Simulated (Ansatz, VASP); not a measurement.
**GeSe: VASP beside Ansatz**

Contents of POSCAR:

```
GeSe
1.0
   11.2394027221      0.0000000000      0.0000000000
    0.0000000000      3.7939968499      0.0000000000
    0.0000000000      0.0000000000      4.5735800585
Ge Se
4 4
Direct
    0.1288933123      0.2500000000      0.1151651646
    0.8711066877      0.7500000000      0.8848348354
    0.3711066877      0.7500000000      0.6151651646
    0.6288933123      0.2500000000      0.3848348354
    0.8501957351      0.2500000000      0.5130254024
    0.1498042649      0.7500000000      0.4869745976
    0.6498042649      0.7500000000      0.0130254024
    0.3501957351      0.2500000000      0.9869745976
```

File INCAR.step1:

```
SYSTEM = GeSe
PREC = Accurate ; ENCUT = 550
ISMEAR = 0 ; SIGMA = 0.01
LREAL = .FALSE. ; LASPH = .TRUE.
NELM = 120 ; NBANDS = 50
GGA = PE ; ALGO = Normal
EDIFF = 1E-5 ; LWAVE = .TRUE.
LCHARG = .FALSE. ; GGA_COMPAT = .FALSE.
```

File INCAR.step2:

```
SYSTEM = GeSe
PREC = Accurate ; ENCUT = 550
EDIFF = 1E-6 ; ISMEAR = 0
SIGMA = 0.01 ; LREAL = .FALSE.
LASPH = .TRUE. ; NELM = 120
ALGO = Normal ; ISIF = 2
LWAVE = .FALSE. ; LCHARG = .TRUE.
METAGGA = R2SCAN ; LMIXTAU = .TRUE.
LELF = .TRUE. ; LVHAR = .TRUE.
NBANDS = 50 ; ISTART = 1
GGA_COMPAT = .FALSE.
```

Contents of KPOINTS:

```
regular mesh
0
G
  2 6 6
  0 0 0
```

Input for Ansatz:

```yaml
crystal:
  lattice:
    - [11.2394027221, 0.0, 0.0]
    - [0.0, 3.7939968499, 0.0]
    - [0.0, 0.0, 4.5735800585]
  atoms:
    - { symbol: Ge, position: [0.1288933123, 0.25, 0.1151651646] }
    - { symbol: Ge, position: [0.8711066877, 0.75, 0.8848348354] }
    - { symbol: Ge, position: [0.3711066877, 0.75, 0.6151651646] }
    - { symbol: Ge, position: [0.6288933123, 0.25, 0.3848348354] }
    - { symbol: Se, position: [0.8501957351, 0.25, 0.5130254024] }
    - { symbol: Se, position: [0.1498042649, 0.75, 0.4869745976] }
    - { symbol: Se, position: [0.6498042649, 0.75, 0.0130254024] }
    - { symbol: Se, position: [0.3501957351, 0.25, 0.9869745976] }
kpoints:
  mp_grid: { grid: [2, 6, 6] }
  band_path:
    path:
      - [0.0, 0.0, 0.0]
      - [0.5, 0.0, 0.0]
      - [0.5, 0.5, 0.0]
      - [0.0, 0.5, 0.0]
      - [0.0, 0.0, 0.5]
      - [0.5, 0.0, 0.5]
      - [0.5, 0.5, 0.5]
      - [0.0, 0.5, 0.5]
    npoints: 1
hamiltonian:
  xc: r2scan
scf:
  occupations: { method: fixed }
  n_extra_bands: 6
output:
  forces: true
  stress: true
  eigenvalues: true
  write_density: true
  write_potential: true
  elf: true
  volumetric_format: npy
```

Change from the starting cell: uniaxial_z strain -2.0%.

Alike in both runs: task single point; functional r2SCAN; k mesh 2 × 6 × 6; no spin polarisation.

|  | VASP | Ansatz |
| --- | --- | --- |
| version | VASP 6.6.1 | Ansatz 0.2.0 |
| potentials or method | VASP PAW PBE potentials, release 64 (Ge_d, Se) | plane waves, PAW |
| plane-wave cutoff (eV) | 550 | 500 |
| occupations | gaussian, width 0.01 eV | fixed |
| valence electrons in the cell | 80 | 120 |

Ansatz gave:

* gap on the k mesh at the Fermi level (eV): 1.01
* pressure (GPa): 0.5
* traceless stress, the component that is largest in VASP (GPa): -0.37
* rms of the force components (eV/Å): 0.000

Task: Estimate VASP's values.

Result: gap on the k mesh at the Fermi level (eV): 1.00; pressure (GPa): 0.5; traceless stress, the component that is largest in VASP (GPa): -0.36; rms of the force components (eV/Å): 0.008.

VASP's potentials were made for PBE, not for r2SCAN. Atom by atom the forces differ by 0.008 eV/Å (rms over components). VASP's potentials hold 80 valence electrons a cell and Ansatz's 120, so a difference there can come from the potentials and not from the codes.
